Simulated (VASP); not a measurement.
# TaN (I4mm) in VASP: a series of runs, part 2 of 2

VASP 6.6.1.

## 5. Single point, PBE

Contents of INCAR:

```
  PREC = Accurate
  ENCUT = 520
  EDIFF = 1E-6
  ISMEAR = 0
  SIGMA = 0.15
  LREAL = F
  LASPH = T
  NELM = 80
  ALGO = Normal
  ISIF = 2
  LWAVE = F
  LCHARG = F
  GGA = PE
  NBANDS = 15
```

Contents of KPOINTS:

```
Automatic mesh
0
Gamma
  18 18 18
```

Contents of POSCAR:

```
TaN
1.0
    0.0000000000      2.1790000000      2.1790000000
    2.1790000000      0.0000000000      2.1790000000
    2.1790000000      2.1790000000      0.0000000000
Ta N
1 1
Direct
    0.5000000000      0.5000000000      0.5000000000
   -0.0057365764     -0.0057365764      0.0057365764
```

Potentials or basis: VASP PAW PBE potentials, release 64 (Ta_pv, N).

Run with:

```bash
$ cat potpaw_PBE.64/Ta_pv/POTCAR potpaw_PBE.64/N/POTCAR > POTCAR
$ mpirun -np 1 vasp_std > vasp.out
```

OUTCAR:

```text
PREC = Accurate
   ENCUT = 520
   EDIFF = 1E-6
   ISMEAR = 0
   LREAL = F
   LASPH = T
   NELM = 80
   ISIF = 2
   GGA = PE

 ion  position               nearest neighbor table
   1  0.500  0.500  0.500-   2 2.15   2 2.18   2 2.18   2 2.18   2 2.18   2 2.20
   2  0.994  0.994  0.006-   1 2.15   1 2.18   1 2.18   1 2.18   1 2.18   1 2.20

  LATTYP: Found a face centered cubic cell.
 ALAT       =     4.3580000000

  Lattice vectors:

 A1 = (   0.0000000000,   2.1790000000,   2.1790000000)
 A2 = (   2.1790000000,   0.0000000000,   2.1790000000)
 A3 = (   2.1790000000,   2.1790000000,   0.0000000000)

Analysis of symmetry for initial positions (statically):
=====================================================================
 Subroutine PRICEL returns:
 Original cell was already a primitive cell.

 Routine SETGRP: Setting up the symmetry group for a
 face centered cubic supercell.

 Subroutine GETGRP returns: Found  8 space group operations
 (whereof  8 operations were pure point group operations)
 out of a pool of 48 trial point group operations.

The static configuration has the point symmetry C_4v.

Analysis of symmetry for dynamics (positions and initial velocities):
=====================================================================
 Subroutine PRICEL returns:
 Original cell was already a primitive cell.

 Routine SETGRP: Setting up the symmetry group for a
 face centered cubic supercell.

 Subroutine GETGRP returns: Found  8 space group operations
 (whereof  8 operations were pure point group operations)
 out of a pool of 48 trial point group operations.

The dynamic configuration has the point symmetry C_4v.

 Subroutine INISYM returns: Found  8 space group operations
 (whereof  8 operations are pure point group operations),
 and found     1 'primitive' translations

----------------------------------------------------------------------------------------

                                     Primitive cell

[... 114 lines left out ...]
   LORBIT       =      0    0 simple, 1 ext, 2 COOP (PROOUT), +10 PAW based schemes
   GGA     = PE    functional components
   LHFCALC =     F    Hartree Fock is set to
   AEXX    =    0.0000 exact exchange contribution
   IVDW    =     0    specifies the selected vdW correction
   LEPSILON=     F    determine dielectric tensor
   LRPA    =     F    only Hartree local field effects (RPA)
 non-spin polarized calculation
 Gauss-broadening in eV      SIGMA  =   0.15
  energy-cutoff  :      520.00
  volume of cell :       20.69
 maximum number of plane-waves:       568
   NGX = 11   NGY = 11   NGZ = 11

 number of electron      16.0000000 magnetization

 Free energy of the ion-electron system (eV)
  ---------------------------------------------------
  ext. energy  EPLUGINS =         0.00000000
  ---------------------------------------------------
  free energy    TOTEN  =       -21.78680656 eV

  energy without entropy =      -21.77736974  energy(sigma->0) =      -21.78208815

 E-fermi :   9.8697     XC(G=0): -13.5892

 val. band max:        9.8676549772   @ k =  -0.2778   0.3333   0.1111
 cond. band min:       9.8764677820   @ k =   0.3333   0.1111  -0.2778
 fundamental gap:      0.0088128047
 Fermi energy:         9.8696984280

 k-point     1 :       0.0000    0.0000    0.0000
  band No.  band energies     occupation
      1     -25.8646      2.00000
      2     -25.8642      2.00000
      3     -25.8642      2.00000
      4      -9.2315      2.00000
      5       5.9327      2.00000
      6       5.9327      2.00000
      7       5.9372      2.00000
      8       7.6771      2.00000
      9       7.6987      2.00000
     10       7.6987      2.00000
     11       9.9306      0.56604
     12       9.9518      0.43917
     13      11.6143      0.00000
     14      19.2733      0.00000
[... 401 lines left out ...]
      2     -25.9578      2.00000
      3     -25.9468      2.00000
      4      -6.7150      2.00000
      5       0.1934      2.00000
      6       2.3862      2.00000
      7       2.6004      2.00000
      8       9.8518      1.13381
      9      11.1939      0.00000
     10      11.3238      0.00000
     11      14.9070      0.00000
     12      15.8052      0.00000
     13      16.8998      0.00000
     14      21.8660      0.00000
     15      22.3352      0.00000

 [... further k-points ...]
[... 5 lines left out ...]
  --------------------------------------------------------------------------------------
  -------------------------------------------------------------------------------------
  Total        2.0044150      2.0044150      2.0496316      0.0000000      0.0000000      0.0000000
  in kB      155.2017252    155.2017252    158.7028386      0.0000000      0.0000000      0.0000000
  external PRESSURE =     156.3687630 kB  Pullay stress =       0.0000000 kB

 VOLUME and BASIS-vectors are now :
 -----------------------------------------------------------------------------
  energy-cutoff  :      520.00
  volume of cell :       20.69
      direct lattice vectors                 reciprocal lattice vectors
     0.000000000  2.179000000  2.179000000    -0.229463056  0.229463056  0.229463056
     2.179000000  0.000000000  2.179000000     0.229463056 -0.229463056  0.229463056
     2.179000000  2.179000000  0.000000000     0.229463056  0.229463056 -0.229463056

 POSITION                                       TOTAL-FORCE (eV/Angst)
 -----------------------------------------------------------------------------------
      2.17900      2.17900      2.17900         0.000000      0.000000     -0.226541
      2.17900      2.17900      4.33300         0.000000      0.000000      0.226541
 -----------------------------------------------------------------------------------
    total drift:                               -0.000000     -0.000000      0.000035

  FREE ENERGIE OF THE ION-ELECTRON SYSTEM (eV)
  ---------------------------------------------------
  free  energy   TOTEN  =       -21.7868065591 eV

  energy  without entropy=      -21.7773697371  energy(sigma->0) =      -21.78208815
```

OSZICAR:

```text
N       E                     dE             d eps       ncg     rms          rms(c)
DAV:   1     0.892640745308E+02    0.89264E+02   -0.87905E+03 14400   0.114E+03
DAV:   2    -0.220821552039E+02   -0.11135E+03   -0.10496E+03 17746   0.304E+02
DAV:   3    -0.248037704176E+02   -0.27216E+01   -0.27052E+01 16010   0.445E+01
DAV:   4    -0.248140874709E+02   -0.10317E-01   -0.10313E-01 18813   0.292E+00
DAV:   5    -0.248141535305E+02   -0.66060E-04   -0.66058E-04 16178   0.208E-01    0.256E+01
DAV:   6    -0.218653867074E+02    0.29488E+01   -0.54419E+00 17761   0.265E+01    0.107E+01
DAV:   7    -0.218193341063E+02    0.46053E-01   -0.55808E-01 16514   0.601E+00    0.735E+00
DAV:   8    -0.217938867553E+02    0.25447E-01   -0.13402E-01 16934   0.310E+00    0.178E+00
DAV:   9    -0.217868837245E+02    0.70030E-02   -0.19020E-02 16661   0.113E+00    0.322E-01
DAV:  10    -0.217868495687E+02    0.34156E-04   -0.14213E-03 16500   0.397E-01    0.556E-02
DAV:  11    -0.217868071528E+02    0.42416E-04   -0.88259E-05 16514   0.111E-01    0.231E-02
DAV:  12    -0.217868065591E+02    0.59373E-06   -0.79317E-06 16661   0.272E-02
   1 F= -.21786807E+02 E0= -.21782088E+02  d E =-.943682E-02
```

stdout:

```text
POSCAR found type information on POSCAR TaN
 POSCAR found :  2 types and       2 ions
 scaLAPACK will be used
 LDA part: xc-table for (Slater+PW92), standard interpolation
 POSCAR, INCAR and KPOINTS ok, starting setup
 FFT: planning ... GRIDC
 FFT: planning ... GRID_SOFT
 FFT: planning ... GRID
 WAVECAR not read
 entering main loop
```

Wall time 68 s (1 thread of Intel Xeon Platinum 8375C at 2.90GHz (Ice Lake), shared host); peak memory 0.27 GiB.

Results:

| Item | Value |
| --- | --- |
| Free energy | -21.7868 eV |
| Pressure | 15.6 GPa |
| Largest force | 0.227 eV/Å |
| Band gap on the k mesh | zero (band 8 reaches 11.84 eV, above the bottom of band 9 at 7.70 eV) |

Forces on the atoms (eV/Å):
```
Ta   0.000  0.000 -0.227
N    0.000  0.000  0.227
```

Levels at points of the mesh, in eV from the Fermi level:
```tsv
k point	band 5	band 6	band 7	band 8	band 9	band 10	band 11	band 12
(0.00, 0.00, 0.00)	-3.94	-3.94	-3.93	-2.19	-2.17	-2.17	0.06	0.08
(0.50, 0.00, 0.00)	-10.61	-7.79	-7.79	1.97	1.98	2.07	3.90	7.80
(0.50, 0.50, 0.00)	-6.71	-5.67	-4.72	-4.72	2.20	3.69	3.69	4.81
(0.00, 0.50, 0.50)	-6.71	-5.71	-4.72	-4.67	2.20	3.69	3.69	4.81
```

Caveat: the cell differs from its parent crystal (all N atoms moved +0.025 Å, as atom 2 towards its neighbour atom 1 (Ta) at 2.179 Å); spin-orbit coupling is left out, which moves the levels of the heavy elements.
